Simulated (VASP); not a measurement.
# Sr2NbH4 (Fmmm) in VASP: notebook

Runs on Sr2NbH4. Level: PBE. Tasks: relaxation of cell and atoms, single point.

All numbers are computed with VASP 6.6.1; they aren't measurements. Logs are shortened: lines on timing, memory, paths and dates and some standing lists are left out, and cuts for length are marked.

### Step 1. The cell of the first run

The structure is orthorhombic, space group Fmmm (No. 69). The conventional cell has a = 6.916 Å, b = 8.033 Å, c = 8.500 Å, α = 90.00°, β = 90.00°, γ = 90.00°. Within 3.6 Å of Sr (site symmetry 2/m) lie 12 H at 2.57 to 3.55 Å and 2 Nb at 2.65 Å and 2 Sr at 3.46 Å. Nb (site symmetry mmm) has 4 H at 1.60 Å within 2.1 Å. Within 2.0 Å of H (site symmetry m) lie 1 H at 1.48 Å and 1 Nb at 1.60 Å.

The cell was built from a structure type or drawn by symmetry, and may not be a known phase.

### Step 2. Relaxation of cell and atoms, PBE

Input file INCAR:

```
SYSTEM = Sr2NbH4
  ALGO = Normal
  EDIFF = 1E-7
  EDIFFG = -0.04
  ENCUT = 600
  GGA = PE
  IBRION = 2
  ISIF = 3
  ISMEAR = 0
  LASPH = .True.
  LCHARG = .False.
  LREAL = .False.
  LWAVE = .False.
  NELM = 60
  NSW = 90
  PREC = Accurate
  SIGMA = 0.1
```

Input file KPOINTS:

```
k-points
0
Gamma
  4 4 4
  0 0 0
```

Input file POSCAR:

```
Sr2NbH4
1.0
    0.0000000000      4.0163156938      4.2498032209
    3.4580722288      0.0000000000      4.2498032209
    3.4580722288      4.0163156938      0.0000000000
Sr Nb H
2 1 4
Direct
    0.5000000000      0.5000000000      0.0000000000
    0.0000000000      0.0000000000      0.5000000000
    0.5000000000      0.5000000000      0.5000000000
    0.7589931079      0.5743402255      0.4256597745
    0.4256597745      0.2410068921      0.7589931079
    0.5743402255      0.7589931079      0.2410068921
    0.2410068921      0.4256597745      0.5743402255
```

Potentials or basis: VASP PAW PBE potentials, release 64 (Sr_sv, Nb_sv, H).

Started as:

```console
> cat potpaw_PBE.64/Sr_sv/POTCAR potpaw_PBE.64/Nb_sv/POTCAR potpaw_PBE.64/H/POTCAR > POTCAR
> mpirun -np 1 vasp_std > vasp.out
```

OUTCAR:

```text
SYSTEM = Sr2NbH4
   EDIFF = 1E-7
   EDIFFG = -0.04
   ENCUT = 600
   GGA = PE
   IBRION = 2
   ISIF = 3
   ISMEAR = 0
   LASPH = .True.
   LREAL = .False.
   NELM = 60
   NSW = 90
   PREC = Accurate

 ion  position               nearest neighbor table
   1  0.500  0.500  0.000-   7 2.57   5 2.57   6 2.57   4 2.57   3 2.65   3 2.65   2 3.46   2 3.46
                             2 4.02   2 4.02   2 4.25   2 4.25
   2  0.000  0.000  0.500-   6 2.57   4 2.57   7 2.57   5 2.57   3 2.65   3 2.65   1 3.46   1 3.46
                             1 4.02   1 4.02   1 4.25   1 4.25
   3  0.500  0.500  0.500-   4 1.60   5 1.60   6 1.60   7 1.60   1 2.65   1 2.65   2 2.65   2 2.65

   4  0.759  0.574  0.426-   3 1.60   2 2.57   1 2.57
   5  0.426  0.241  0.759-   3 1.60   2 2.57   1 2.57
   6  0.574  0.759  0.241-   3 1.60   2 2.57   1 2.57
   7  0.241  0.426  0.574-   3 1.60   2 2.57   1 2.57

  LATTYP: Found a face centered orthorhombic cell.
 ALAT       =     6.9161444576
 B/A-ratio  =     1.1614319852
 C/A-ratio  =     1.2289515486

  Lattice vectors:

 A1 = (   0.0000000000,   4.0163156938,   4.2498032209)
 A2 = (   3.4580722288,   0.0000000000,   4.2498032209)
 A3 = (   3.4580722288,   4.0163156938,   0.0000000000)

Analysis of symmetry for initial positions (statically):
=====================================================================
 Subroutine PRICEL returns:
 Original cell was already a primitive cell.

 Routine SETGRP: Setting up the symmetry group for a
 face centered orthorhombic supercell.

 Subroutine GETGRP returns: Found  8 space group operations
 (whereof  8 operations were pure point group operations)
 out of a pool of  8 trial point group operations.

The static configuration has the point symmetry D_2h.

Analysis of symmetry for dynamics (positions and initial velocities):
=====================================================================
 Subroutine PRICEL returns:
 Original cell was already a primitive cell.

 Routine SETGRP: Setting up the symmetry group for a
 face centered orthorhombic supercell.

 Subroutine GETGRP returns: Found  8 space group operations
 (whereof  8 operations were pure point group operations)
 out of a pool of  8 trial point group operations.

The dynamic configuration has the point symmetry D_2h.

 Subroutine INISYM returns: Found  8 space group operations
 (whereof  8 operations are pure point group operations),
 and found     1 'primitive' translations

----------------------------------------------------------------------------------------

                                     Primitive cell

  volume of cell :     118.0486

  direct lattice vectors                    reciprocal lattice vectors
     0.000000000  4.016315694  4.249803221    -0.144589230  0.124492206  0.117652506
     3.458072229  0.000000000  4.249803221     0.144589230 -0.124492206  0.117652506
     3.458072229  4.016315694  0.000000000     0.144589230  0.124492206 -0.117652506

  length of vectors
     5.847360017  5.478968056  5.299910876     0.224157237  0.224157237  0.224157237

  position of ions in fractional coordinates (direct lattice)
     0.500000000  0.500000000  0.000000000
     1.000000000  0.000000000  0.500000000
     0.500000000  0.500000000  0.500000000
     0.758993108  0.574340226  0.425659774
     0.425659774  0.241006892  0.758993108
     0.574340226  0.758993108  0.241006892
     0.241006892  0.425659774  0.574340226

  ion indices of the primitive-cell ions
   primitive index   ion index
                 1           1
                 2           2
                 3           3
                 4           4
                 5           5
                 6           6
                 7           7

----------------------------------------------------------------------------------------

 KPOINTS: k-points

Automatic generation of k-mesh.
 Grid dimensions read from file:
 generate k-points for:    4    4    4

 Generating k-lattice:

  Cartesian coordinates                     Fractional coordinates (reciprocal lattice)
    -0.036147307  0.031123051  0.029413127     0.250000000 -0.000000000 -0.000000000
     0.036147307 -0.031123051  0.029413127     0.000000000  0.250000000  0.000000000
     0.036147307  0.031123051 -0.029413127     0.000000000  0.000000000  0.250000000

  Length of vectors
     0.056039309  0.056039309  0.056039309

  Shift w.r.t. Gamma in fractional coordinates (k-lattice)
     0.000000000  0.000000000  0.000000000

 Subroutine IBZKPT returns following result:
 ===========================================

 Found     18 irreducible k-points:

 Following reciprocal coordinates:
            Coordinates               Weight
  0.000000  0.000000  0.000000      1.000000
  0.250000  0.000000  0.000000      8.000000
  0.500000  0.000000  0.000000      4.000000
  0.250000  0.250000  0.000000      2.000000
  0.500000  0.250000  0.000000      8.000000
 -0.250000  0.250000  0.000000      4.000000
[... 10 lines left out ...]
 -0.250000  0.250000  0.500000      2.000000
  0.000000  0.500000  0.500000      1.000000
   k-points           NKPTS =     18   k-points in BZ     NKDIM =     18   number of bands    NBANDS=     22
   number of dos      NEDOS =    301   number of ions     NIONS =      7
   total plane-waves  NPLWV =  96768
   dimension x,y,z NGX =    48 NGY =   48 NGZ =   42
   dimension x,y,z NGXF=    96 NGYF=   96 NGZF=   84
   ions per type =               2   1   4
   NGX,Y,Z   is equivalent  to a cutoff of  13.65, 14.56, 13.17 a.u.
   NGXF,Y,Z  is equivalent  to a cutoff of  27.29, 29.13, 26.35 a.u.
 SYSTEM =  Sr2NbH4
   PREC   = accura    normal or accurate (medium, high low for compatibility)
   ISTART =      0    job   : 0-new  1-cont  2-samecut
   ICHARG =      2    charge: 1-file 2-atom 10-const
   ISPIN  =      1    spin polarized calculation?
   LNONCOLLINEAR =      F non collinear calculations
   LSORBIT =      F    spin-orbit coupling
   LASPH  =      T    aspherical Exc in radial PAW
   ENCUT  =  600.0 eV  44.10 Ry    6.64 a.u.  11.68 10.94 10.59*2*pi/ulx,y,z
   NELM   =     60;   NELMIN=  2; NELMDL= -5     # of ELM steps
   EDIFF  = 0.1E-06   stopping-criterion for ELM
   LREAL  =      F    real-space projection
   EDIFFG = -.4E-01   stopping-criterion for IOM
   NSW    =     90    number of steps for IOM
   IBRION =      2    ionic relax: 0-MD 1-quasi-New 2-CG
   NFREE  =      1    steps in history (QN), initial steepest desc. (CG)
   ISIF   =      3    stress and relaxation
   ISYM   =      2    0-nonsym 1-usesym 2-fastsym
   POTIM  = 0.5000    time-step for ionic-motion
   TEBEG  =    0.0;   TEEND  =   0.0 temperature during run
   PSTRESS=    0.0 pullay stress
   NELECT =      37.0000    total number of electrons
   NUPDOWN=      -1.0000    fix difference up-down
   EMIN   =  10.00;   EMAX   =-10.00  energy-range for DOS
   EFERMI =   0.00;   METHOD = LEGACY
   ISMEAR =     0;   SIGMA  =   0.10  broadening in eV -4-tet -1-fermi 0-gaus
   EFERMI_NEDOS =   21; number of points for ismear=-14 and -15
   IALGO  =     38    algorithm
   IMIX   =      4    mixing-type and parameters
     AMIX     =   0.40;   BMIX     =  1.00
     AMIX_MAG =   1.60;   BMIX_MAG =  1.00
  volume/ion in A,a.u.               =      16.86       113.80
  Fermi-wavevector in a.u.,A,eV,Ry     =   1.112044  2.101458 16.825523  1.236641
  Thomas-Fermi vector in A             =   2.248613
   LORBIT       =      0    0 simple, 1 ext, 2 COOP (PROOUT), +10 PAW based schemes
   GGA     = PE    functional components
   LHFCALC =     F    Hartree Fock is set to
   AEXX    =    0.0000 exact exchange contribution
   IVDW    =     0    specifies the selected vdW correction
   LEPSILON=     F    determine dielectric tensor
   LRPA    =     F    only Hartree local field effects (RPA)
 conjugate gradient relaxation of ions
 non-spin polarized calculation
 Gauss-broadening in eV      SIGMA  =   0.10
  energy-cutoff  :      600.00
  volume of cell :      118.05
 maximum number of plane-waves:      3975
 NGX is ok and might be reduce to    48
   NGX = 23   NGY = 21   NGZ = 21

--------------------------------------- Ionic step        1  -------------------------------------------

 number of electron      37.0000001 magnetization

 Free energy of the ion-electron system (eV)
  ---------------------------------------------------
  ext. energy  EPLUGINS =         0.00000000
  ---------------------------------------------------
  free energy    TOTEN  =       -19.92078617 eV

  energy without entropy =      -19.89273722  energy(sigma->0) =      -19.90676170

------------------------ aborting loop because EDIFF is reached ----------------------------------------

  FORCE on cell =-STRESS in cart. coord.  units (eV):
  Direction    XX          YY          ZZ          XY          YZ          ZX
  --------------------------------------------------------------------------------------
  -------------------------------------------------------------------------------------
  Total       11.6677812     15.6898145     18.4535943      0.0000000      0.0000000      0.0000000
  in kB      158.3573186    212.9451100    250.4556491      0.0000000      0.0000000      0.0000000
  external PRESSURE =     207.2526926 kB  Pullay stress =       0.0000000 kB
[... 104 lines left out ...]
  FREE ENERGIE OF THE ION-ELECTRON SYSTEM (eV)
  ---------------------------------------------------
  free  energy   TOTEN  =       -23.0706103193 eV

  energy  without entropy=      -23.0257449332  energy(sigma->0) =      -23.04817763

[... ionic steps 4 to 25 ...]

--------------------------------------- Ionic step       26  -------------------------------------------

 number of electron      37.0000000 magnetization

------------------------ aborting loop because EDIFF is reached ----------------------------------------

  FORCE on cell =-STRESS in cart. coord.  units (eV):
  Direction    XX          YY          ZZ          XY          YZ          ZX
  --------------------------------------------------------------------------------------
  -------------------------------------------------------------------------------------
  Total       -0.0067080     -0.3357964     -0.1300630      0.0000000      0.0000000      0.0000000
  in kB       -0.0862520     -4.3176836     -1.6723556      0.0000000      0.0000000      0.0000000
  external PRESSURE =      -2.0254304 kB  Pullay stress =       0.0000000 kB
[... 67 lines left out ...]
  energy  without entropy=      -25.4932174997  energy(sigma->0) =      -25.50911029

--------------------------------------- Ionic step       28  -------------------------------------------

 number of electron      37.0000001 magnetization

 Free energy of the ion-electron system (eV)
  ---------------------------------------------------
  ext. energy  EPLUGINS =         0.00000000
  ---------------------------------------------------
  free energy    TOTEN  =       -25.52604518 eV

  energy without entropy =      -25.49362757  energy(sigma->0) =      -25.50983637

 E-fermi :   2.8409     XC(G=0):  -8.6837

 val. band max:        2.8203653375   @ k =   0.0000   0.2500   0.2500
 cond. band min:       2.8906036483   @ k =   0.5000  -0.0000   0.2500
 fundamental gap:      0.0702383108
 Fermi energy:         2.8408796521

 k-point     1 :       0.0000    0.0000    0.0000
  band No.  band energies     occupation
      1     -51.9087      2.00000
      2     -33.0414      2.00000
      3     -32.9060      2.00000
      4     -28.1054      2.00000
      5     -27.9774      2.00000
      6     -27.9518      2.00000
[... 473 lines left out ...]
  FREE ENERGIE OF THE ION-ELECTRON SYSTEM (eV)
  ---------------------------------------------------
  free  energy   TOTEN  =       -25.5260451760 eV

  energy  without entropy=      -25.4936275664  energy(sigma->0) =      -25.50983637

 reached required accuracy - stopping structural energy minimisation
```

Wall time 35 min (1 thread of Intel Xeon Platinum 8488C (Sapphire Rapids), shared host); peak memory 0.35 GiB.

What came out:

```
Free energy                           : -25.5260 eV
Relaxed volume                        : 17.71 Å³/atom
Relaxed cell                          : a = 6.023 Å, b = 4.981 Å, c = 6.255 Å, α = 63.65°, β = 47.82°, γ = 68.53°
Space group after relaxing (to 0.1 Å) : Fmmm (No. 69)
Energy gained by relaxing             : 800.8 meV/atom
Ionic steps                           : 28
Pressure after relaxing               : 0.1 GPa
Largest force after relaxing          : 0.026 eV/Å
Band gap on the k mesh                : zero (an odd number of electrons rules out a gap without spin polarisation)
```

Forces on the atoms (eV/Å):
```
Sr   0.000  0.000  0.000
Sr   0.000  0.000  0.000
Nb   0.000  0.000  0.000
H    0.000  0.023  0.013
H    0.000  0.023 -0.013
H    0.000 -0.023  0.013
H    0.000 -0.023 -0.013
```

Stress tensor (GPa, compression positive):
```
 0.10  0.00  0.00
 0.00  0.14  0.00
 0.00  0.00 -0.02
```

Step by step:
```
step  energy change (eV)  largest force (eV/Å)  pressure (GPa)  volume (Å³)
   1              0.0000                4.4107           20.73       118.05
   2             -3.0895                1.0316           -0.34       159.31
   3             -3.1498                0.8525            1.45       152.11
   4             -3.8898                0.7366           -0.42       160.71
   5             -4.3715                0.5786           -2.49       171.60
   6             -4.4213                0.5449           -2.99       174.90
   7             -4.7627                0.7484           -1.74       162.35
   8             -5.0262                1.3142            0.81       145.02
   9             -5.0430                1.6108            2.47       136.92
  10             -5.1904                1.3996            2.41       133.93
  11             -5.4442                0.7527            2.56       125.05
  12             -5.4504                0.5914            2.76       122.43
  13             -5.5118                0.4496            1.62       125.44
  14             -5.5616                0.1295           -0.74       132.96
  15             -5.5627                0.1673           -0.47       132.00
  16             -5.5695                0.1464           -0.39       131.55
  17             -5.5811                0.0900           -0.12       130.19
  18             -5.5820                0.0751           -0.02       129.67
  19             -5.5849                0.0683           -0.04       129.44
  20             -5.5901                0.0529           -0.10       128.73
  21             -5.5908                0.0496           -0.13       128.38
  22             -5.5945                0.0506           -0.08       127.52
  23             -5.6013                0.0522            0.11       124.93
  24             -5.5907                0.0442            0.61       119.79
  25             -5.6019                0.0505            0.21       123.94
  26             -5.6042                0.0525           -0.20       124.61
  27             -5.6042                0.0497           -0.15       124.52
  28             -5.6053                0.0265            0.07       123.95
```

Final structure:
```
Sr Nb H
1.0
     0.00000    5.02980    3.31326
     3.71888    0.00000    3.31326
     3.71888    5.02980    0.00000
Sr Nb H
2 1 4
Direct
  0.50000 0.50000 0.00000
  0.00000 0.00000 0.50000
  0.50000 0.50000 0.50000
  0.84395 0.55921 0.44079
  0.44079 0.15605 0.84395
  0.55921 0.84395 0.15605
  0.15605 0.44079 0.55921
```

Levels at points of the mesh, in eV from the Fermi level:
```csv
k point,band 14,band 15,band 16,band 17,band 18,band 19,band 20,band 21,band 22
"(0.00, 0.00, 0.00)",-5.38,-2.13,-1.92,-1.42,-0.83,-0.51,-0.31,1.12,1.70
"(0.50, 0.00, 0.00)",-4.47,-4.17,-2.69,-0.74,-0.41,0.50,0.76,1.07,2.12
"(0.50, 0.50, 0.00)",-4.17,-3.84,-3.68,-1.05,-0.96,0.20,0.64,0.80,1.48
"(0.50, 0.00, 0.50)",-4.65,-4.44,-3.55,-0.56,-0.11,0.66,0.69,1.12,1.92
"(0.00, 0.50, 0.50)",-4.66,-3.22,-3.01,-0.78,0.24,0.51,0.89,0.94,1.13
```

Caveat: a cell axis changed by over 15 % at a fixed basis, so the end point is rough.

### Step 3. Single point, PBE

This run uses another cell than the first one, of 17.50 Å³/atom.

Input file INCAR:

```
  PREC = Accurate
  ENCUT = 520
  EDIFF = 1E-6
  ISMEAR = 0
  SIGMA = 0.1
  LREAL = F
  LASPH = T
  NELM = 80
  ALGO = Normal
  ISIF = 2
  LWAVE = F
  LCHARG = F
  GGA = PE
  NBANDS = 28
```

Input file KPOINTS:

```
Automatic mesh
0
Gamma
  8 8 8
```

Input file POSCAR:

```
Sr2NbH4
1.0
    0.0000000000      3.6927048554      5.0333481634
    3.2953486363      0.0000000000      5.0333481634
    3.2953486363      3.6927048554      0.0000000000
Sr Nb H
2 1 4
Direct
    0.0000000000      0.5000000000      0.5000000000
    0.5000000000      0.0000000000      0.0000000000
    0.5000000000      0.5000000000      0.5000000000
    0.1532005514      0.5637548844      0.8467994486
    0.5637548844      0.1532005514      0.4362451156
    0.4362451156      0.8467994486      0.5637548844
    0.8467994486      0.4362451156      0.1532005514
```

Potentials or basis: VASP PAW PBE potentials, release 64 (Sr_sv, Nb_sv, H).

Started as:

```console
> cat potpaw_PBE.64/Sr_sv/POTCAR potpaw_PBE.64/Nb_sv/POTCAR potpaw_PBE.64/H/POTCAR > POTCAR
> mpirun -np 1 vasp_std > vasp.out
```

It took 7.2 min on 1 thread of Intel Xeon Platinum 8488C (Sapphire Rapids), shared host; peak memory 0.49 GiB.

Results (log left out):

```yaml
Free_energy: -25.5601 eV
Pressure: 0.0 GPa
Largest_force: 0.010 eV/Å
Band_gap_on_the_k_mesh: zero (an odd number of electrons rules out a gap without spin polarisation)
```

Forces on the atoms (eV/Å):
```
Sr   0.000  0.000  0.000
Sr   0.000  0.000  0.000
Nb   0.000  0.000  0.000
H    0.003  0.000  0.010
H   -0.003  0.000  0.010
H    0.003  0.000 -0.010
H   -0.003  0.000 -0.010
```

Levels at points of the mesh, in eV from the Fermi level:
| k point | band 15 | band 16 | band 17 | band 18 | band 19 | band 20 | band 21 | band 22 |
| --- | --- | --- | --- | --- | --- | --- | --- | --- |
| (0.00, 0.00, 0.00) | -2.19 | -2.00 | -1.49 | -0.91 | -0.58 | -0.38 | 1.06 | 1.65 |
| (0.50, 0.00, 0.00) | -4.22 | -2.77 | -0.80 | -0.48 | 0.45 | 0.72 | 1.04 | 2.07 |
| (0.50, 0.50, 0.00) | -4.50 | -3.59 | -0.60 | -0.17 | 0.62 | 0.63 | 1.06 | 1.83 |
| (0.50, 0.00, 0.50) | -3.34 | -3.05 | -0.83 | 0.19 | 0.44 | 0.84 | 0.90 | 1.03 |
| (0.00, 0.50, 0.50) | -3.91 | -3.71 | -1.13 | -1.04 | 0.15 | 0.61 | 0.74 | 1.42 |
